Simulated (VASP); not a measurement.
Here is a VASP 6.6.1 calculation.

File INCAR:

```
ALGO = Normal ; EDIFF = 1E-6
ENCUT = 520 ; GGA = PE
ISIF = 2 ; ISMEAR = 0
LASPH = True ; LCHARG = False
LREAL = False ; LWAVE = False
NBANDS = 37 ; NELM = 100
PREC = Accurate ; SIGMA = 0.1
```

File KPOINTS:

```
k-points
0
Gamma
  10 10 4
```

File POSCAR:

```
Ti3As4
1.0
    4.0513208521      0.0000000000      0.0000000000
    0.0000000000      4.0513208521      0.0000000000
    0.0000000000      0.0000000000      9.5174969609
Ti As
3 4
Direct
    0.0000000000      0.0000000000      0.8295870691
    0.5000000000      0.5000000000      0.5000000000
    0.0000000000      0.0000000000      0.1704129309
    0.5000000000      0.0000000000      0.6504416898
    0.0000000000      0.5000000000      0.3495583102
    0.5000000000      0.0000000000      0.0096003616
    0.0000000000      0.5000000000      0.9903996384
```

Potentials or basis: VASP PAW PBE potentials, release 64 (Ti_sv, As).

Run with:

```console
$ cat potpaw_PBE.64/Ti_sv/POTCAR potpaw_PBE.64/As/POTCAR > POTCAR
$ mpirun -np 1 vasp_std > vasp.out
```

(1) Estimate the band gap on the k mesh.

(2) Estimate the pressure.

Answers

(1) zero (band 28 reaches 5.60 eV, above the bottom of band 29 at 5.00 eV).

(2) 0.2 GPa.
